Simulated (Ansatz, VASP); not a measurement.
## Hg in VASP and in Ansatz

File INCAR:

```
ALGO = Normal ; EDIFF = 1E-6
ENCUT = 520 ; GGA = PE
ISIF = 2 ; ISMEAR = 0
LASPH = T ; LCHARG = F
LREAL = F ; LWAVE = F
NBANDS = 12 ; NELM = 80
PREC = Accurate ; SIGMA = 0.02
```

The input KPOINTS:

```
k-points
0
Gamma
  10 10 4
```

POSCAR

```
Hg
1.0
    3.4911161098     -0.0343423969      0.0067331399
    1.7140130233      3.1179775224     -0.0176837285
    0.0071369168      1.9387019774      8.9346803640
Hg
1
Direct
    0.5000000000      0.0000000000      0.0000000000
```

Input for Ansatz:

```yaml
crystal:
  lattice:
    - [3.4911161098, -0.0343423969, 0.0067331399]
    - [1.7140130233, 3.1179775224, -0.0176837285]
    - [0.0071369168, 1.9387019774, 8.934680364]
  atoms:
    - { symbol: Hg, position: [0.5, 0.0, 0.0] }
basis:
  ecutwfc: 420
kpoints:
  mp_grid: { grid: [10, 10, 4] }
hamiltonian:
  xc: pbe
scf:
  occupations: { method: gaussian, width: 0.02 }
output:
  forces: true
  stress: true
  eigenvalues: true
```

Alike in both runs: task single point; functional PBE; k mesh 10 × 10 × 4; occupations gaussian, width 0.02 eV; no spin polarisation.

|  | VASP | Ansatz |
| --- | --- | --- |
| version | VASP 6.6.1 | Ansatz 0.2.0 |
| potentials or method | VASP PAW PBE potentials, release 64 (Hg), cutoff 520 eV | scalar-relativistic, plane waves, PAW |
| valence electrons in the cell | 12 | 20 |

|  | VASP | Ansatz | Ansatz less VASP |
| --- | --- | --- | --- |
| gap on the k mesh at the Fermi level (eV) | 1.85 | 1.84 | -0.011 |
| least direct gap on the mesh (eV) | 2.21 | 2.20 | -0.013 |
| pressure (GPa) | 0.0 | 0.0 | +0.01 |
| traceless stress, the component that is largest in VASP (GPa) | 0.05 | 0.04 | -0.010 |

The functional is the same, so the differences come from potentials, cutoffs and numerics. VASP's potentials hold 12 valence electrons a cell and Ansatz's 20, so a difference there can come from the potentials and not from the codes.

Spin-orbit coupling is off throughout.
